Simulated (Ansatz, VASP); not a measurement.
**Two plane-wave programs on SnBiF3**

```
CELL_PARAMETERS angstrom
4.66865 0.00000 0.00000
0.00000 4.66865 0.00000
0.00000 0.00000 4.66865
ATOMIC_POSITIONS crystal
Sn 0.00000 0.00000 0.00000
Bi 0.50000 0.50000 0.50000
F 0.50000 0.00000 0.00000
F 0.00000 0.50000 0.00000
F 0.00000 0.00000 0.50000
```

Alike in both runs: functional PBE; k mesh 8 × 8 × 8; occupations gaussian, width 0.1 eV; no spin polarisation.

Ansatz relaxed the structure, and its values are those at the end. VASP's run is a single point on that final structure, the one shown.

```csv
,VASP,Ansatz
version,VASP 6.6.1,Ansatz 0.2.0
potentials or method,"VASP PAW PBE potentials, release 64 (Sn_d, Bi_d, F), cutoff 520 eV","scalar-relativistic, plane waves, PAW"
valence electrons in the cell,50,50
```

```tsv
	VASP	Ansatz	Ansatz less VASP
gap on the k mesh at the Fermi level (eV)	none	none	-
pressure (GPa)	-0.2	0.0	+0.14
```

A gap of «none» marks a metal or a gap that the smearing closes.

Spin-orbit coupling is off throughout.
